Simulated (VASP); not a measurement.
# Au (I4/mmm) in VASP: single point with r2SCAN

Aim: the single point of Au with r2SCAN.

Everything below comes from runs of VASP 6.6.1. Logs are shortened: lines on timing, memory, paths and dates and some standing lists are left out, and cuts for length are marked.

## (1) The cell of the first run

Symmetry: I4/mmm, No. 139, tetragonal system. The conventional cell has a = 3.385 Å, b = 3.385 Å, c = 3.079 Å, α = 90.00°, β = 90.00°, γ = 90.00°. Au (site symmetry 4/mmm) has 14 Au at 2.85 to 3.38 Å within 3.7 Å.

## (2) Single point, r2SCAN (uniaxial strain along c: -6.0 %, then relaxed in part)

Input file POSCAR:

```
Au
1.0
    3.3849894456      0.0000000000      0.0000000000
    0.0000000000      3.3849894456      0.0000000000
    0.0000000000      0.0000000000      3.0788534063
Au
2
Direct
    0.0000000000      0.0000000000      0.0000000000
    0.5000000000      0.5000000000      0.5000000000
```

Input file INCAR.step1:

```
  PREC = Accurate
  ENCUT = 520
  ISMEAR = 0
  SIGMA = 0.1
  LREAL = False
  LASPH = True
  NELM = 100
  NBANDS = 18
  GGA = PE
  ALGO = Normal
  EDIFF = 1E-4
  LWAVE = True
  LCHARG = False
```

Input file INCAR.step2:

```
  PREC = Accurate
  ENCUT = 520
  EDIFF = 1E-6
  ISMEAR = 0
  SIGMA = 0.1
  LREAL = False
  LASPH = True
  NELM = 100
  ALGO = Normal
  ISIF = 2
  LWAVE = False
  LCHARG = True
  METAGGA = R2SCAN
  LMIXTAU = True
  LELF = True
  LVHAR = True
  NBANDS = 18
  ISTART = 1
```

Input file KPOINTS:

```
regular mesh
0
Gamma
  16 16 16
```

Potentials or basis: VASP PAW PBE potentials, release 64 (Au).

The run is started by

```
> cat potpaw_PBE.64/Au/POTCAR > POTCAR
> cp INCAR.step1 INCAR
> mpirun -np 1 vasp_std > vasp.out
> cp INCAR.step2 INCAR
> mpirun -np 1 vasp_std > vasp.out
```

OUTCAR:

```text
PREC = Accurate
   ENCUT = 520
   EDIFF = 1E-6
   ISMEAR = 0
   LREAL = False
   LASPH = True
   NELM = 100
   ISIF = 2
   METAGGA = R2SCAN
   ISTART = 1

 ion  position               nearest neighbor table
   1  0.000  0.000  0.000-   2 2.85   2 2.85   2 2.85   2 2.85   2 2.85   2 2.85   2 2.85   2 2.85

   2  0.500  0.500  0.500-   1 2.85   1 2.85   1 2.85   1 2.85   1 2.85   1 2.85   1 2.85   1 2.85

  LATTYP: Found a simple tetragonal cell.
 ALAT       =     3.3849894456
 C/A-ratio  =     0.9095607108

  Lattice vectors:

 A1 = (   3.3849894456,   0.0000000000,   0.0000000000)
 A2 = (   0.0000000000,   3.3849894456,   0.0000000000)
 A3 = (   0.0000000000,   0.0000000000,   3.0788534063)

Analysis of symmetry for initial positions (statically):
=====================================================================
 Subroutine PRICEL returns following result:

  LATTYP: Found a body centered tetragonal cell.
 ALAT       =     3.3849894456
 C/A-ratio  =     0.9095607108

  Lattice vectors:

 A1 = (  -1.6924947228,  -1.6924947228,  -1.5394267031)
 A2 = (   1.6924947228,   1.6924947228,  -1.5394267031)
 A3 = (   1.6924947228,  -1.6924947228,   1.5394267031)

   2 primitive cells build up your supercell.

 Routine SETGRP: Setting up the symmetry group for a
 simple tetragonal supercell.

 Subroutine GETGRP returns: Found 16 space group operations
 (whereof 16 operations were pure point group operations)
 out of a pool of 16 trial point group operations.

The static configuration has the point symmetry D_4h.

Analysis of symmetry for dynamics (positions and initial velocities):
=====================================================================
 Subroutine PRICEL returns following result:

  LATTYP: Found a body centered tetragonal cell.
 ALAT       =     3.3849894456
 C/A-ratio  =     0.9095607108

  Lattice vectors:

 A1 = (  -1.6924947228,  -1.6924947228,  -1.5394267031)
 A2 = (   1.6924947228,   1.6924947228,  -1.5394267031)
 A3 = (   1.6924947228,  -1.6924947228,   1.5394267031)

   2 primitive cells build up your supercell.

 Routine SETGRP: Setting up the symmetry group for a
 simple tetragonal supercell.

 Subroutine GETGRP returns: Found 16 space group operations
 (whereof 16 operations were pure point group operations)
 out of a pool of 16 trial point group operations.

The dynamic configuration has the point symmetry D_4h.

 Subroutine INISYM returns: Found 16 space group operations
 (whereof 16 operations are pure point group operations),
 and found     2 'primitive' translations

----------------------------------------------------------------------------------------

                                     Primitive cell

  volume of cell :      17.6390

  direct lattice vectors                    reciprocal lattice vectors
    -1.692494723 -1.692494723 -1.539426703    -0.000000000 -0.295421896 -0.324796237
     1.692494723  1.692494723 -1.539426703     0.295421896  0.000000000 -0.324796237
     1.692494723 -1.692494723  1.539426703     0.295421896 -0.295421896  0.000000000

  length of vectors
     2.845858631  2.845858631  2.845858631     0.439052038  0.439052038  0.417789652

  position of ions in fractional coordinates (direct lattice)
     0.000000000  0.000000000  0.000000000

  ion indices of the primitive-cell ions
   primitive index   ion index
                 1           1

----------------------------------------------------------------------------------------

 KPOINTS: regular mesh

Automatic generation of k-mesh.
 Grid dimensions read from file:
 generate k-points for:   16   16   16

 Generating k-lattice:

  Cartesian coordinates                     Fractional coordinates (reciprocal lattice)
     0.018463869  0.000000000  0.000000000     0.062500000  0.000000000  0.000000000
     0.000000000  0.018463869  0.000000000     0.000000000  0.062500000  0.000000000
     0.000000000  0.000000000  0.020299765     0.000000000  0.000000000  0.062500000

  Length of vectors
     0.018463869  0.018463869  0.020299765

  Shift w.r.t. Gamma in fractional coordinates (k-lattice)
     0.000000000  0.000000000  0.000000000

 Subroutine IBZKPT returns following result:
 ===========================================

 Found    405 irreducible k-points:

 Following reciprocal coordinates:
            Coordinates               Weight
  0.000000  0.000000  0.000000      1.000000
  0.062500  0.000000  0.000000      4.000000
  0.125000  0.000000  0.000000      4.000000
  0.187500  0.000000  0.000000      4.000000
  0.250000  0.000000  0.000000      4.000000
  0.312500  0.000000  0.000000      4.000000
[... 16 lines left out ...]
  0.437500  0.125000  0.000000      8.000000
  0.500000  0.125000  0.000000      4.000000
 [... further k-points ...]
   k-points           NKPTS =    405   k-points in BZ     NKDIM =    405   number of bands    NBANDS=     18
   number of dos      NEDOS =    301   number of ions     NIONS =      2
   total plane-waves  NPLWV =  18816
   dimension x,y,z NGX =    28 NGY =   28 NGZ =   24
   dimension x,y,z NGXF=    56 NGYF=   56 NGZF=   48
   ions per type =               2
   NGX,Y,Z   is equivalent  to a cutoff of  13.75, 13.75, 12.96 a.u.
   NGXF,Y,Z  is equivalent  to a cutoff of  27.50, 27.50, 25.92 a.u.
 SYSTEM =  unknown system
   PREC   = accura    normal or accurate (medium, high low for compatibility)
   ISTART =      1    job   : 0-new  1-cont  2-samecut
   ICHARG =      0    charge: 1-file 2-atom 10-const
   ISPIN  =      1    spin polarized calculation?
   LNONCOLLINEAR =      F non collinear calculations
   LSORBIT =      F    spin-orbit coupling
   LASPH  =      T    aspherical Exc in radial PAW
   ENCUT  =  520.0 eV  38.22 Ry    6.18 a.u.   6.29  6.29  5.72*2*pi/ulx,y,z
   NELM   =    100;   NELMIN=  2; NELMDL=  0     # of ELM steps
   EDIFF  = 0.1E-05   stopping-criterion for ELM
   LREAL  =      F    real-space projection
   EDIFFG = 0.1E-04   stopping-criterion for IOM
   NSW    =      0    number of steps for IOM
   IBRION =     -1    ionic relax: 0-MD 1-quasi-New 2-CG
   NFREE  =      0    steps in history (QN), initial steepest desc. (CG)
   ISIF   =      2    stress and relaxation
   ISYM   =      2    0-nonsym 1-usesym 2-fastsym
   POTIM  = 0.5000    time-step for ionic-motion
   TEBEG  =    0.0;   TEEND  =   0.0 temperature during run
   PSTRESS=    0.0 pullay stress
   NELECT =      22.0000    total number of electrons
   NUPDOWN=      -1.0000    fix difference up-down
   EMIN   =  10.00;   EMAX   =-10.00  energy-range for DOS
   EFERMI =   0.00;   METHOD = LEGACY
   ISMEAR =     0;   SIGMA  =   0.10  broadening in eV -4-tet -1-fermi 0-gaus
   EFERMI_NEDOS =   21; number of points for ismear=-14 and -15
   IALGO  =     38    algorithm
   IMIX   =      4    mixing-type and parameters
     AMIX     =   0.40;   BMIX     =  1.00
     AMIX_MAG =   1.60;   BMIX_MAG =  1.00
  volume/ion in A,a.u.               =      17.64       119.03
  Fermi-wavevector in a.u.,A,eV,Ry     =   1.398668  2.643098 26.616683  1.956271
  Thomas-Fermi vector in A             =   2.521803
   LORBIT       =      0    0 simple, 1 ext, 2 COOP (PROOUT), +10 PAW based schemes
   METAGGA = R2SCAN    functional components
   LHFCALC =     F    Hartree Fock is set to
   AEXX    =    0.0000 exact exchange contribution
   IVDW    =     0    specifies the selected vdW correction
   LEPSILON=     F    determine dielectric tensor
   LRPA    =     F    only Hartree local field effects (RPA)
 non-spin polarized calculation
 Gauss-broadening in eV      SIGMA  =   0.10
  energy-cutoff  :      520.00
  volume of cell :       35.28
 maximum number of plane-waves:       974
 NGX is ok and might be reduce to    28
   NGX = 13   NGY = 13   NGZ = 11

 number of electron      21.9999999 magnetization

 Free energy of the ion-electron system (eV)
  ---------------------------------------------------
  ext. energy  EPLUGINS =         0.00000000
  ---------------------------------------------------
  free energy    TOTEN  =      -101.15800765 eV

  energy without entropy =     -101.15517040  energy(sigma->0) =     -101.15658903

 E-fermi :   8.8257     XC(G=0): -13.3803

 val. band max:        8.8137528990   @ k =   0.1875   0.0000   0.4375
 cond. band min:       8.8262039951   @ k =   0.3750   0.1875   0.0625
 fundamental gap:      0.0124510961
 Fermi energy:         8.8256753903

 k-point     1 :       0.0000    0.0000    0.0000
  band No.  band energies     occupation
      1      -0.9405      2.00000
      2       1.9296      2.00000
      3       1.9583      2.00000
      4       3.4419      2.00000
      5       4.0806      2.00000
      6       4.0806      2.00000
[... 10 lines left out ...]
     17      25.5490      0.00000
     18      25.5490      0.00000

 k-point     2 :       0.0625    0.0000    0.0000
  band No.  band energies     occupation
      1      -0.8724      2.00000
      2       1.9567      2.00000
      3       1.9972      2.00000
      4       3.4515      2.00000
      5       4.0875      2.00000
      6       4.1031      2.00000
[... 10 lines left out ...]
     17      25.4969      0.00000
     18      25.5993      0.00000

 k-point     3 :       0.1250    0.0000    0.0000
  band No.  band energies     occupation
      1      -0.6698      2.00000
      2       2.0361      2.00000
      3       2.1103      2.00000
      4       3.4816      2.00000
      5       4.1096      2.00000
      6       4.1700      2.00000
[... 10 lines left out ...]
     17      25.3470      0.00000
     18      25.7226      0.00000

 k-point     4 :       0.1875    0.0000    0.0000
  band No.  band energies     occupation
      1      -0.3391      2.00000
      2       2.1639      2.00000
      3       2.2849      2.00000
      4       3.5355      2.00000
      5       4.1501      2.00000
      6       4.2797      2.00000
[... 375 lines left out ...]
      4       3.8849      2.00000
      5       4.0155      2.00000
      6       4.4891      2.00000
[... 10 lines left out ...]
     17      25.2001      0.00000
     18      25.6421      0.00000

 k-point    23 :       0.4375    0.1250    0.0000
  band No.  band energies     occupation
      1       1.8154      2.00000
      2       2.4754      2.00000
      3       3.4163      2.00000
      4       3.8483      2.00000
      5       4.1414      2.00000
      6       4.4794      2.00000
[... 10 lines left out ...]
     17      24.8847      0.00000
     18      25.6418      0.00000

 k-point    24 :       0.5000    0.1250    0.0000
  band No.  band energies     occupation
      1       2.2219      2.00000
      2       2.2219      2.00000
      3       3.6532      2.00000
      4       3.6532      2.00000
      5       4.3154      2.00000
      6       4.3154      2.00000
[... 10 lines left out ...]
     17      24.4609      0.00000
     18      24.4609      0.00000

 [... further k-points ...]
[... 5 lines left out ...]
  --------------------------------------------------------------------------------------
  -------------------------------------------------------------------------------------
  Total        0.0619092      0.0619092     -0.1043095      0.0000000      0.0000000     -0.0000000
  in kB        2.8116538      2.8116538     -4.7372993      0.0000000      0.0000000     -0.0000000
  external PRESSURE =       0.2953361 kB  Pullay stress =       0.0000000 kB

 VOLUME and BASIS-vectors are now :
 -----------------------------------------------------------------------------
  energy-cutoff  :      520.00
  volume of cell :       35.28
      direct lattice vectors                 reciprocal lattice vectors
     3.384989446  0.000000000  0.000000000     0.295421896  0.000000000  0.000000000
     0.000000000  3.384989446  0.000000000     0.000000000  0.295421896  0.000000000
     0.000000000  0.000000000  3.078853406     0.000000000  0.000000000  0.324796237

 POSITION                                       TOTAL-FORCE (eV/Angst)
 -----------------------------------------------------------------------------------
      0.00000      0.00000      0.00000         0.000000      0.000000      0.000000
      1.69249      1.69249      1.53943        -0.000000     -0.000000      0.000000
 -----------------------------------------------------------------------------------
    total drift:                                0.000000      0.000000      0.000000

  FREE ENERGIE OF THE ION-ELECTRON SYSTEM (eV)
  ---------------------------------------------------
  free  energy   TOTEN  =      -101.1580076506 eV

  energy  without entropy=     -101.1551704041  energy(sigma->0) =     -101.15658903
```

Wall time 7.4 min (1 thread of AMD EPYC 9R45 (Zen 5), shared host); peak memory 0.29 GiB.

Results:

```
Free energy            : -101.1580 eV
Pressure               : 0.0 GPa
Band gap on the k mesh : zero (bands 11 and 12 overlap by 5.77 eV)
```

Stress tensor (GPa, compression positive):
```
 0.28  0.00  0.00
 0.00  0.28  0.00
 0.00  0.00 -0.47
```

Caveat: the cell differs from its parent crystal (uniaxial strain along c: -6.0 %, then relaxed in part); the PAW data sets were made with another functional, which shifts forces and pressure a little; spin-orbit coupling is left out, which moves the levels of the heavy elements.
